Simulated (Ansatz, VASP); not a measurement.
# TaSiRh3 in VASP and in Ansatz

```
CELL_PARAMETERS angstrom
4.35985 0.00000 0.00000
0.00000 4.35985 0.00000
0.00000 0.00000 4.35985
ATOMIC_POSITIONS crystal
Ta 0.50000 0.50000 0.50000
Si 0.00000 0.00000 0.00000
Rh 0.50000 0.00000 0.00000
Rh 0.00000 0.50000 0.00000
Rh 0.00000 0.00000 0.50000
```

Alike in both runs: functional PBE; k mesh 10 × 10 × 10; occupations gaussian, width 0.1 eV; collinear spin.

Ansatz relaxed the structure, and its values are those at the end. VASP's run is a single point on that final structure, the one shown.

```csv
,VASP,Ansatz
version,VASP 6.6.1,Ansatz 0.2.0
potentials or method,"VASP PAW PBE potentials, release 64 (Ta_pv, Si, Rh_pv), cutoff 500 eV","scalar-relativistic, plane waves, PAW"
valence electrons in the cell,60,68
```

|  | VASP | Ansatz | Ansatz less VASP |
| --- | --- | --- | --- |
| gap on the k mesh at the Fermi level (eV) | none | none | - |
| pressure (GPa) | -0.3 | 0.0 | +0.30 |
| net moment per atom (μB) | 0.00 | 0.36 | +0.358 |
| size of the moment on the site where the two differ most (μB) | 0.00 | 0.85 | +0.849 |

The net moments are unlike, so the other rows may belong to different states. Site moments also hang on the region over which each program counts them. A gap of «none» marks a metal or a gap that the smearing closes. VASP's potentials hold 60 valence electrons a cell and Ansatz's 68, so a difference there can come from the potentials and not from the codes.

Neither program's run includes spin-orbit coupling.
